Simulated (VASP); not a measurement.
A run of VASP 6.6.1 is set up as follows.

INCAR

```
ALGO     = Normal         # electronic algorithm
EDIFF    = 1E-6           # SCF threshold, eV
ENCUT    = 600            # plane-wave cutoff, eV
GGA      = PE             # functional
GGA_COMPAT= F            
ISIF     = 2              # what is computed and relaxed
ISMEAR   = -1             # smearing method
LASPH    = T              # aspherical terms in the spheres
LCHARG   = F              # write CHGCAR
LREAL    = F              # projectors in reciprocal space
LWAVE    = F              # write WAVECAR
NBANDS   = 14             # bands
NELM     = 120            # most SCF steps
PREC     = Accurate       # precision mode
SIGMA    = 0.1            # smearing width, eV
```

The input KPOINTS:

```
k-points
0
Gamma
  17 17 17
```

POSCAR

```
HfC
1.0
    0.0000000000      2.1407431628      2.1407431628
    2.1407431628      0.0000000000      2.1407431628
    2.1407431628      2.1407431628      0.0000000000
Hf C
1 1
Direct
    0.0000000000      0.0000000000      0.0000000000
    0.5000000000      0.5000000000      0.5000000000
```

Potentials or basis: VASP PAW PBE potentials, release 64 (Hf_pv, C).

Command:

```console
$ cat potpaw_PBE.64/Hf_pv/POTCAR potpaw_PBE.64/C/POTCAR > POTCAR
$ mpirun -np 1 vasp_std > vasp.out
```

(1) What does it give for the band gap on the k mesh?

(2) Predict the pressure.

## Answers

(1) zero (band 7 reaches 9.16 eV, above the bottom of band 8 at 7.59 eV).

(2) 96.0 GPa.

Caveat: the cell differs from its parent crystal (volume scaled by 0.78, to set the pressure); spin-orbit coupling is left out, which moves the levels of the heavy elements.
